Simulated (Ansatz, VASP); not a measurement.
## One calculation of Cs, two programs

```
Cs
1.0
     0.00000    3.94834    3.94834
     3.94834    0.00000    3.94834
     3.94834    3.94834    0.00000
Cs
1
Direct
  0.00000 0.00000 0.00000
```

Alike in both runs: functional PBEsol; k mesh 6 × 6 × 6; occupations fermi-dirac, width 0.05 eV; non-collinear spin, spin-orbit coupling.

```csv
,VASP,Ansatz
version,VASP 6.6.1,Ansatz 0.2.0
potentials or method,"VASP PAW PBE potentials, release 64 (Cs_sv)",Ansatz PAW
plane-wave cutoff (eV),520,420
valence electrons in the cell,9,9
task,single point,band structure
```

|  | VASP | Ansatz | Ansatz less VASP |
| --- | --- | --- | --- |
| pressure (GPa) | -0.2 | -0.2 | +0.01 |
| net moment per atom (μB) | 0.00 | 0.00 | 0.000 |

VASP's potentials were made for PBE, not for PBEsol.
